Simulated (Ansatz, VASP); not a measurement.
**BaS in VASP and in Ansatz**

File INCAR:

```
SYSTEM = BaS
ALGO = Normal ; EDIFF = 1E-7
ENCUT = 520 ; GGA = PS
ISIF = 2 ; ISMEAR = 0
LASPH = .TRUE. ; LCHARG = .FALSE.
LREAL = .FALSE. ; LWAVE = .FALSE.
NBANDS = 15 ; NELM = 60
PREC = Accurate ; SIGMA = 0.02
```

The input KPOINTS:

```
k-points
0
G
  8 8 8
  0 0 0
```

The input POSCAR:

```
BaS
1.0
    0.0000000000      3.1512092500      3.1512092500
    3.1512092500      0.0000000000      3.1512092500
    3.1512092500      3.1512092500      0.0000000000
Ba S
1 1
Direct
    0.0000000000      0.0000000000      0.0000000000
    0.5000000000      0.5000000000      0.5000000000
```

Input for Ansatz:

```yaml
crystal:
  lattice:
    - [0.0, 3.15120925, 3.15120925]
    - [3.15120925, 0.0, 3.15120925]
    - [3.15120925, 3.15120925, 0.0]
  atoms:
    - { symbol: Ba, position: [0.0, 0.0, 0.0] }
    - { symbol: S, position: [0.5, 0.5, 0.5] }
basis:
  ecutwfc: 420
kpoints:
  mp_grid: { grid: [8, 8, 8] }
hamiltonian:
  xc: pbesol
scf:
  occupations: { method: gaussian, width: 0.02 }
output:
  forces: true
  stress: true
  eigenvalues: true
```

Alike in both runs: task single point; functional PBEsol; k mesh 8 × 8 × 8; occupations gaussian, width 0.02 eV; no spin polarisation.

|  | VASP | Ansatz |
| --- | --- | --- |
| version | VASP 6.6.1 | Ansatz 0.2.0 |
| potentials or method | VASP PAW PBE potentials, release 64 (Ba_sv, S), cutoff 520 eV | scalar-relativistic, plane waves, PAW |
| valence electrons in the cell | 16 | 16 |

```tsv
	VASP	Ansatz	Ansatz less VASP
gap on the k mesh at the Fermi level (eV)	1.91	2.01	+0.108
least direct gap on the mesh (eV)	2.02	2.09	+0.072
pressure (GPa)	1.4	0.7	-0.72
```

VASP's potentials were made for PBE, not for PBEsol.

Spin-orbit coupling is off throughout.
